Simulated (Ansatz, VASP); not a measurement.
**MgSi2N in VASP and in Ansatz**

Contents of INCAR:

```
PREC = Accurate
ENCUT = 600
EDIFF = 1E-7
ISMEAR = 0
SIGMA = 0.1
LREAL = F
LASPH = T
NELM = 80
ALGO = Normal
ISIF = 3
LWAVE = F
LCHARG = F
GGA = PE
IBRION = 2
NSW = 90
EDIFFG = -0.04
```

The input KPOINTS:

```
Automatic mesh
0
Gamma
  6 6 6
```

The input POSCAR:

```
MgSi2N
1.0
    2.1352834800      1.2328064900      3.8693127000
   -2.1352834800      1.2328064900      3.8693127000
    0.0000000000     -2.4656129900      3.8693127000
Mg Si N
1 2 1
Direct
    0.5000000000      0.5000000000      0.5000000000
    0.3310909800      0.3310909800      0.3310909800
    0.6689090200      0.6689090200      0.6689090200
    0.0000000000      0.0000000000      0.0000000000
```

Input for Ansatz:

```yaml
crystal:
  lattice:
    - [2.13528348, 1.23280649, 3.8693127]
    - [-2.13528348, 1.23280649, 3.8693127]
    - [0.0, -2.46561299, 3.8693127]
  atoms:
    - { symbol: Mg, position: [0.5, 0.5, 0.5] }
    - { symbol: Si, position: [0.33109098, 0.33109098, 0.33109098] }
    - { symbol: Si, position: [0.66890902, 0.66890902, 0.66890902] }
    - { symbol: "N", position: [0.0, 0.0, 0.0] }
basis:
  ecutwfc: 420
kpoints:
  mp_grid: { grid: [6, 6, 6] }
hamiltonian:
  xc: pbe
scf:
  occupations: { method: gaussian, width: 0.1 }
  lower_state_search: "off"
output:
  forces: true
  stress: true
  eigenvalues: true
relax:
  adjacent_minimum: "off"
  f_tol: 0.04
  max_steps: 70
  cell: { stress_tol: 0.4 }
```

Alike in both runs: task relaxation of cell and atoms; functional PBE; k mesh 6 × 6 × 6; occupations gaussian, width 0.1 eV; no spin polarisation.

|  | VASP | Ansatz |
| --- | --- | --- |
| version | VASP 6.6.1 | Ansatz 0.2.0 |
| potentials or method | VASP PAW PBE potentials, release 64 (Mg, Si, N), cutoff 600 eV | scalar-relativistic, plane waves, PAW |
| valence electrons in the cell | 15 | 23 |

Ansatz gave:

* gap on the k mesh at the Fermi level, each at its own relaxed structure (eV): none
* relaxed volume (Å³/atom): 12.88
* relaxed cell length with the largest relative difference (Å): 7.619

Question: What did VASP give for the same quantities?

Answer: gap on the k mesh at the Fermi level, each at its own relaxed structure (eV): none; relaxed volume (Å³/atom): 15.00; relaxed cell length with the largest relative difference (Å): 5.716.

A gap of «none» marks a metal or a gap that the smearing closes. One of these differences is far larger than is usual between the two programs; its cause wasn't traced. VASP's potentials hold 15 valence electrons a cell and Ansatz's 23, so a difference there can come from the potentials and not from the codes.
